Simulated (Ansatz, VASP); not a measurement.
## Ta in VASP and in Ansatz

INCAR

```
PREC = Accurate ; ENCUT = 520
EDIFF = 1E-6 ; ISMEAR = -1
SIGMA = 0.1 ; LREAL = False
LASPH = True ; NELM = 80
ALGO = Normal ; ISIF = 2
LWAVE = False ; LCHARG = True
GGA = PE ; LELF = True
LVHAR = True ; NBANDS = 18
```

File KPOINTS:

```
regular mesh
0
Gamma
  20 20 10
```

Contents of POSCAR:

```
Ta
1.0
    2.9740156839      0.0000000000      0.0000000000
   -1.4870078420      2.5755731335      0.0000000000
    0.0000000000      0.0000000000      5.2847252910
Ta
2
Direct
    0.3333333333      0.6666666667      0.2500000000
    0.6666666667      0.3333333333      0.7500000000
```

Input for Ansatz:

```yaml
crystal:
  lattice:
    - [2.9740156839, 0.0, 0.0]
    - [-1.487007842, 2.5755731335, 0.0]
    - [0.0, 0.0, 5.284725291]
  atoms:
    - { symbol: Ta, position: [0.3333333333, 0.6666666667, 0.25] }
    - { symbol: Ta, position: [0.6666666667, 0.3333333333, 0.75] }
hamiltonian:
  xc: pbe
  pseudopotentials:
    kind: paw
    azcp:
      Ta: "pseudopotentials/Ta.paw.azcp"
basis:
  ecutwfc: 420
  fft_grid_basis: typed
kpoints:
  mp_grid: { grid: [20, 20, 10], shift: [0, 0, 0] }
magnetization:
  spin_polarized: false
scf:
  occupations: { method: fermi_dirac, width: 0.1 }
output:
  stress: true
```

Alike in both runs: task single point; functional PBE; k mesh 20 × 20 × 10; occupations fermi-dirac, width 0.1 eV; no spin polarisation.

|  | VASP | Ansatz |
| --- | --- | --- |
| version | VASP 6.6.1 | Ansatz 0.2.0 |
| potentials or method | VASP PAW PBE potentials, release 64 (Ta_pv), cutoff 520 eV | plane waves (420 eV) with PAW, scalar-relativistic |
| valence electrons in the cell | 22 | 26 |

|  | VASP | Ansatz | Ansatz less VASP |
| --- | --- | --- | --- |
| pressure (GPa) | -12.3 | -12.3 | +0.01 |
| traceless stress, the component that is largest in VASP (GPa) | 0.49 | 0.45 | -0.031 |

With one functional, cell and mesh, what is left measures potentials, basis and numerics. VASP's potentials hold 22 valence electrons a cell and Ansatz's 26, so a difference there can come from the potentials and not from the codes.

Spin-orbit coupling is off throughout.
